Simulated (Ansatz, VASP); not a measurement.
## Hf in VASP and in Ansatz

INCAR

```
SYSTEM = Hf
PREC     = Accurate       ! precision mode
ENCUT    = 520            ! plane-wave cutoff, eV
EDIFF    = 1E-6           ! SCF threshold, eV
ISMEAR   = 0              ! smearing method
SIGMA    = 0.1            ! smearing width, eV
LREAL    = .FALSE.        ! projectors in reciprocal space
LASPH    = .TRUE.         ! aspherical terms in the spheres
NELM     = 100            ! most SCF steps
ALGO     = Fast           ! electronic algorithm
ISIF     = 2              ! what is computed and relaxed
LWAVE    = .FALSE.        ! write WAVECAR
LCHARG   = .FALSE.        ! write CHGCAR
GGA      = PE             ! functional
NBANDS   = 11             ! bands
```

The input KPOINTS:

```
regular mesh
0
G
  16 16 16
  0 0 0
```

Contents of POSCAR:

```
Hf
1.0
   -1.7361328214      1.7361328214      1.7361328214
    1.7361328214     -1.7361328214      1.7361328214
    1.7361328214      1.7361328214     -1.7361328214
Hf
1
Direct
    0.0000000000      0.0000000000      0.0000000000
```

Input for Ansatz:

```yaml
crystal:
  lattice:
    - [-1.7361328214, 1.7361328214, 1.7361328214]
    - [1.7361328214, -1.7361328214, 1.7361328214]
    - [1.7361328214, 1.7361328214, -1.7361328214]
  atoms:
    - { symbol: Hf, position: [0.0, 0.0, 0.0] }
basis:
  ecutwfc: 420
kpoints:
  mp_grid: { grid: [16, 16, 16] }
hamiltonian:
  xc: pbe
scf:
  occupations: { method: gaussian, width: 0.1 }
output:
  forces: true
  stress: true
  eigenvalues: true
```

Alike in both runs: task single point; functional PBE; k mesh 16 × 16 × 16; occupations gaussian, width 0.1 eV; no spin polarisation.

|  | VASP | Ansatz |
| --- | --- | --- |
| version | VASP 6.6.1 | Ansatz 0.2.0 |
| potentials or method | VASP PAW PBE potentials, release 64 (Hf_pv), cutoff 520 eV | scalar-relativistic, plane waves, PAW |
| valence electrons in the cell | 10 | 26 |

Ansatz gave:

```
gap on the k mesh at the Fermi level (eV) : none
pressure (GPa)                            : 6.9
```

Problem. Which values does VASP return?

Solution. gap on the k mesh at the Fermi level (eV): none; pressure (GPa): 6.6.

A gap of «none» marks a metal or a gap that the smearing closes. VASP's potentials hold 10 valence electrons a cell and Ansatz's 26, so a difference there can come from the potentials and not from the codes.

Neither program's run includes spin-orbit coupling.
